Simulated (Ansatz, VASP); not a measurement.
## One calculation of Sn, two programs

```
CELL_PARAMETERS angstrom
-1.85335 1.85335 1.85335
1.85335 -1.85335 1.85335
1.85335 1.85335 -1.85335
ATOMIC_POSITIONS crystal
Sn 0.00000 0.00000 0.00000
```

Alike in both runs: functional LDA; k mesh 14 × 14 × 14; occupations fermi-dirac, width 0.1 eV; no spin polarisation.

Ansatz relaxed the structure, and its values are those at the end. VASP's run is a single point on that final structure, the one shown.

|  | VASP | Ansatz |
| --- | --- | --- |
| version | VASP 6.6.1 | Ansatz 0.2.0 |
| potentials or method | VASP PAW LDA potentials, release 64 (Sn_d) | PAW with Ansatz's default frozen-core files, scalar-relativistic |
| plane-wave cutoff (eV) | 520 | 420 |
| valence electrons in the cell | 14 | 14 |

```tsv
	VASP	Ansatz	Ansatz less VASP
pressure (GPa)	0.0	0.0	+0.02
```

LDA's correlation is that of Perdew and Zunger in VASP and of Perdew and Wang (1992) in Ansatz.
